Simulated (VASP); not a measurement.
# Ga3H (Fm-3m) in VASP: further runs, part 2 of 3

VASP 6.6.1.

### 4 Relaxation of cell and atoms, PBE

This run uses another cell than the first one, of 20.62 Å³/atom.

INCAR reads:

```
PREC = Accurate
ENCUT = 600
EDIFF = 1E-7
ISMEAR = 0
SIGMA = 0.1
LREAL = F
LASPH = T
NELM = 80
ALGO = Normal
ISIF = 3
LWAVE = F
LCHARG = F
GGA = PE
IBRION = 2
NSW = 90
EDIFFG = -0.04
```

KPOINTS reads:

```
Automatic mesh
0
Gamma
  4 4 4
```

POSCAR reads:

```
Ga3H
1.0
    0.0000000000      3.4549447200      3.4549447200
    3.4549447200      0.0000000000      3.4549447200
    3.4549447200      3.4549447200      0.0000000000
Ga H
3 1
Direct
    0.2500000000      0.2500000000      0.2500000000
    0.5000000000      0.5000000000      0.5000000000
    0.7500000000      0.7500000000      0.7500000000
    0.0000000000      0.0000000000      0.0000000000
```

Potentials or basis: VASP PAW PBE potentials, release 64 (Ga_d, H).

Launch:

```bash
$ cat potpaw_PBE.64/Ga_d/POTCAR potpaw_PBE.64/H/POTCAR > POTCAR
$ mpirun -np 1 vasp_std > vasp.out
```

OUTCAR:

```text
PREC = Accurate
   ENCUT = 600
   EDIFF = 1E-7
   ISMEAR = 0
   LREAL = F
   LASPH = T
   NELM = 80
   ISIF = 3
   GGA = PE
   IBRION = 2
   NSW = 90
   EDIFFG = -0.04

 ion  position               nearest neighbor table
   1  0.250  0.250  0.250-
   2  0.500  0.500  0.500-
   3  0.750  0.750  0.750-
   4  0.000  0.000  0.000-

  LATTYP: Found a face centered cubic cell.
 ALAT       =     6.9098894400

  Lattice vectors:

 A1 = (   0.0000000000,   3.4549447200,   3.4549447200)
 A2 = (   3.4549447200,   0.0000000000,   3.4549447200)
 A3 = (   3.4549447200,   3.4549447200,   0.0000000000)

Analysis of symmetry for initial positions (statically):
=====================================================================
 Subroutine PRICEL returns:
 Original cell was already a primitive cell.

 Routine SETGRP: Setting up the symmetry group for a
 face centered cubic supercell.

 Subroutine GETGRP returns: Found 48 space group operations
 (whereof 48 operations were pure point group operations)
 out of a pool of 48 trial point group operations.

The static configuration has the point symmetry O_h .

Analysis of symmetry for dynamics (positions and initial velocities):
=====================================================================
 Subroutine PRICEL returns:
 Original cell was already a primitive cell.

 Routine SETGRP: Setting up the symmetry group for a
 face centered cubic supercell.

 Subroutine GETGRP returns: Found 48 space group operations
 (whereof 48 operations were pure point group operations)
 out of a pool of 48 trial point group operations.

The dynamic configuration has the point symmetry O_h .

 Subroutine INISYM returns: Found 48 space group operations
 (whereof 48 operations are pure point group operations),
 and found     1 'primitive' translations

----------------------------------------------------------------------------------------

                                     Primitive cell

  volume of cell :      82.4809

  direct lattice vectors                    reciprocal lattice vectors
     0.000000000  3.454944720  3.454944720    -0.144720116  0.144720116  0.144720116
     3.454944720  0.000000000  3.454944720     0.144720116 -0.144720116  0.144720116
     3.454944720  3.454944720  0.000000000     0.144720116  0.144720116 -0.144720116

  length of vectors
     4.886029680  4.886029680  4.886029680     0.250662593  0.250662593  0.250662593

  position of ions in fractional coordinates (direct lattice)
     0.250000000  0.250000000  0.250000000
     0.500000000  0.500000000  0.500000000
     0.750000000  0.750000000  0.750000000
     0.000000000  0.000000000  0.000000000

  ion indices of the primitive-cell ions
   primitive index   ion index
                 1           1
                 2           2
                 3           3
                 4           4

----------------------------------------------------------------------------------------

 KPOINTS: Automatic mesh

Automatic generation of k-mesh.
 Grid dimensions read from file:
 generate k-points for:    4    4    4

 Generating k-lattice:

  Cartesian coordinates                     Fractional coordinates (reciprocal lattice)
    -0.036180029  0.036180029  0.036180029     0.250000000  0.000000000  0.000000000
     0.036180029 -0.036180029  0.036180029     0.000000000  0.250000000  0.000000000
     0.036180029  0.036180029 -0.036180029     0.000000000  0.000000000  0.250000000

  Length of vectors
     0.062665648  0.062665648  0.062665648

  Shift w.r.t. Gamma in fractional coordinates (k-lattice)
     0.000000000  0.000000000  0.000000000

 Subroutine IBZKPT returns following result:
 ===========================================

 Found      8 irreducible k-points:

 Following reciprocal coordinates:
            Coordinates               Weight
  0.000000  0.000000  0.000000      1.000000
  0.250000  0.000000  0.000000      8.000000
  0.500000  0.000000  0.000000      4.000000
  0.250000  0.250000  0.000000      6.000000
  0.500000  0.250000  0.000000     24.000000
 -0.250000  0.250000  0.000000     12.000000
  0.500000  0.500000  0.000000      3.000000
 -0.250000  0.500000  0.250000      6.000000
   k-points           NKPTS =      8   k-points in BZ     NKDIM =      8   number of bands    NBANDS=     24
   number of dos      NEDOS =    301   number of ions     NIONS =      4
   total plane-waves  NPLWV =  64000
   dimension x,y,z NGX =    40 NGY =   40 NGZ =   40
   dimension x,y,z NGXF=    80 NGYF=   80 NGZF=   80
   ions per type =               3   1
   NGX,Y,Z   is equivalent  to a cutoff of  13.61, 13.61, 13.61 a.u.
   NGXF,Y,Z  is equivalent  to a cutoff of  27.22, 27.22, 27.22 a.u.
 SYSTEM =  unknown system
   PREC   = accura    normal or accurate (medium, high low for compatibility)
   ISTART =      0    job   : 0-new  1-cont  2-samecut
   ICHARG =      2    charge: 1-file 2-atom 10-const
   ISPIN  =      1    spin polarized calculation?
   LNONCOLLINEAR =      F non collinear calculations
   LSORBIT =      F    spin-orbit coupling
   LASPH  =      T    aspherical Exc in radial PAW
   ENCUT  =  600.0 eV  44.10 Ry    6.64 a.u.   9.76  9.76  9.76*2*pi/ulx,y,z
   NELM   =     80;   NELMIN=  2; NELMDL= -5     # of ELM steps
   EDIFF  = 0.1E-06   stopping-criterion for ELM
   LREAL  =      F    real-space projection
   EDIFFG = -.4E-01   stopping-criterion for IOM
   NSW    =     90    number of steps for IOM
   IBRION =      2    ionic relax: 0-MD 1-quasi-New 2-CG
   NFREE  =      1    steps in history (QN), initial steepest desc. (CG)
   ISIF   =      3    stress and relaxation
   ISYM   =      2    0-nonsym 1-usesym 2-fastsym
   POTIM  = 0.5000    time-step for ionic-motion
   TEBEG  =    0.0;   TEEND  =   0.0 temperature during run
   PSTRESS=    0.0 pullay stress
   NELECT =      40.0000    total number of electrons
   NUPDOWN=      -1.0000    fix difference up-down
   EMIN   =  10.00;   EMAX   =-10.00  energy-range for DOS
   EFERMI =   0.00;   METHOD = LEGACY
   ISMEAR =     0;   SIGMA  =   0.10  broadening in eV -4-tet -1-fermi 0-gaus
   EFERMI_NEDOS =   21; number of points for ismear=-14 and -15
   IALGO  =     38    algorithm
   IMIX   =      4    mixing-type and parameters
     AMIX     =   0.40;   BMIX     =  1.00
     AMIX_MAG =   1.60;   BMIX_MAG =  1.00
  volume/ion in A,a.u.               =      20.62       139.15
  Fermi-wavevector in a.u.,A,eV,Ry     =   1.286206  2.430576 22.508456  1.654325
  Thomas-Fermi vector in A             =   2.418294
   LORBIT       =      0    0 simple, 1 ext, 2 COOP (PROOUT), +10 PAW based schemes
   GGA     = PE    functional components
   LHFCALC =     F    Hartree Fock is set to
   AEXX    =    0.0000 exact exchange contribution
   IVDW    =     0    specifies the selected vdW correction
   LEPSILON=     F    determine dielectric tensor
   LRPA    =     F    only Hartree local field effects (RPA)
 conjugate gradient relaxation of ions
 non-spin polarized calculation
 Gauss-broadening in eV      SIGMA  =   0.10
  energy-cutoff  :      600.00
  volume of cell :       82.48
 maximum number of plane-waves:      2786
 NGX is ok and might be reduce to    40
   NGX = 19   NGY = 19   NGZ = 19

--------------------------------------- Ionic step        1  -------------------------------------------

 number of electron      39.9999973 magnetization

 Free energy of the ion-electron system (eV)
  ---------------------------------------------------
  ext. energy  EPLUGINS =         0.00000000
  ---------------------------------------------------
  free energy    TOTEN  =       -10.28559619 eV

  energy without entropy =      -10.27603795  energy(sigma->0) =      -10.28081707

 E-fermi :   2.6125     XC(G=0):  -9.4838

 val. band max:        2.3811797541   @ k =   0.5000   0.0000   0.0000
 cond. band min:       2.6751341870   @ k =   0.2500   0.0000   0.0000
 fundamental gap:      0.2939544329
 Fermi energy:         2.6124742226

 k-point     1 :       0.0000    0.0000    0.0000
  band No.  band energies     occupation
      1     -12.2649      2.00000
      2     -12.2649      2.00000
      3     -12.2384      2.00000
      4     -12.2384      2.00000
      5     -12.2384      2.00000
      6     -12.1945      2.00000
[... 501 lines left out ...]
  energy  without entropy=      -10.7092988720  energy(sigma->0) =      -10.71862544

--------------------------------------- Ionic step        3  -------------------------------------------

 number of electron      39.9999994 magnetization

 Free energy of the ion-electron system (eV)
  ---------------------------------------------------
  ext. energy  EPLUGINS =         0.00000000
  ---------------------------------------------------
  free energy    TOTEN  =       -10.95178362 eV

  energy without entropy =      -10.93926671  energy(sigma->0) =      -10.94552516

 E-fermi :   4.7163     XC(G=0): -10.8697

 val. band max:        4.6817783158   @ k =   0.2500   0.0000   0.0000
 cond. band min:       5.0373609491   @ k =   0.2500   0.0000   0.0000
 fundamental gap:      0.3555826333
 Fermi energy:         4.7163382404

 k-point     1 :       0.0000    0.0000    0.0000
  band No.  band energies     occupation
      1     -10.1509      2.00000
      2     -10.1509      2.00000
      3     -10.0732      2.00000
      4     -10.0732      2.00000
      5     -10.0732      2.00000
      6     -10.0009      2.00000
[... 236 lines left out ...]
  FREE ENERGIE OF THE ION-ELECTRON SYSTEM (eV)
  ---------------------------------------------------
  free  energy   TOTEN  =       -10.9517836189 eV

  energy  without entropy=      -10.9392667067  energy(sigma->0) =      -10.94552516

 reached required accuracy - stopping structural energy minimisation
```

OSZICAR:

```text
N       E                     dE             d eps       ncg     rms          rms(c)
DAV:   1     0.224976618970E+03    0.22498E+03   -0.21814E+04   384   0.291E+03
DAV:   2     0.102835551480E+02   -0.21469E+03   -0.21340E+03   416   0.492E+02
DAV:   3    -0.101381715254E+02   -0.20422E+02   -0.20106E+02   424   0.128E+02
[... 37 lines left out ...]
DAV:   9    -0.109517787614E+02    0.25524E-05   -0.99237E-05   488   0.463E-01    0.284E-03
DAV:  10    -0.109517838600E+02   -0.50986E-05   -0.53409E-05   480   0.696E-02    0.275E-03
DAV:  11    -0.109517840528E+02   -0.19288E-06   -0.95560E-07   424   0.154E-02    0.346E-03
DAV:  12    -0.109517836830E+02    0.36978E-06   -0.12344E-06   352   0.654E-02    0.117E-03
DAV:  13    -0.109517836189E+02    0.64167E-07   -0.14863E-07   208   0.259E-02
   3 F= -.10951784E+02 E0= -.10945525E+02  d E =-.666187E+00
```

CONTCAR:

```text
Ga3H
   1.00000000000000
    -0.0000000000000000    3.1257049250608220    3.1257049250608215
     3.1257049250608220    0.0000000000000000    3.1257049250608215
     3.1257049250608220    3.1257049250608220    0.0000000000000000
  Ga              H
     3     1
Direct
     0.2500000000000000    0.2500000000000000    0.2500000000000000
     0.5000000000000000    0.5000000000000000    0.5000000000000000
     0.7500000000000000    0.7500000000000000    0.7500000000000000
     0.0000000000000000    0.0000000000000000    0.0000000000000000

  0.00000000E+00  0.00000000E+00  0.00000000E+00
  0.00000000E+00  0.00000000E+00  0.00000000E+00
  0.00000000E+00  0.00000000E+00  0.00000000E+00
  0.00000000E+00  0.00000000E+00  0.00000000E+00
```

Wall time 92 s (1 thread of Intel Xeon 8259CL, shared host); peak memory 0.25 GiB.

What came out:

```
Free energy                           : -10.9518 eV
Relaxed volume                        : 15.27 Å³/atom
Relaxed cell                          : a = 4.420 Å, b = 4.420 Å, c = 4.420 Å, α = 60.00°, β = 60.00°, γ = 60.00°
Space group after relaxing (to 0.1 Å) : Fm-3m (No. 225)
Energy gained by relaxing             : 166.5 meV/atom
Ionic steps                           : 3
Pressure after relaxing               : -0.1 GPa
Band gap on the k mesh                : zero (bands 20 and 21 overlap by 3.55 eV)
```

Step by step:
| step | energy change (eV) | largest force (eV/Å) | pressure (GPa) | volume (Å³) |
| --- | --- | --- | --- | --- |
| 1 | 0.0000 | 0.0000 | -7.45 | 82.48 |
| 2 | -0.4424 | 0.0000 | -5.39 | 71.56 |
| 3 | -0.6662 | 0.0000 | -0.13 | 61.08 |

Final structure:
```yaml
crystal:
  lattice:
    - [0.00000, 3.12570, 3.12570]
    - [3.12570, 0.00000, 3.12570]
    - [3.12570, 3.12570, 0.00000]
  atoms:
    - { symbol: Ga, position: [0.25000, 0.25000, 0.25000] }
    - { symbol: Ga, position: [0.50000, 0.50000, 0.50000] }
    - { symbol: Ga, position: [0.75000, 0.75000, 0.75000] }
    - { symbol: H, position: [0.00000, 0.00000, 0.00000] }
```

Caveat: the k points lie up to 0.44 Å⁻¹ apart in the final cell, too coarse for converged energies and pressures of a metal; the volume moved by over 15 % at a fixed basis, so the end points are rough.

(Continued in part 3 of 3.)

The gap in the log of VASP goes by the Fermi energy; the results here count the filled bands.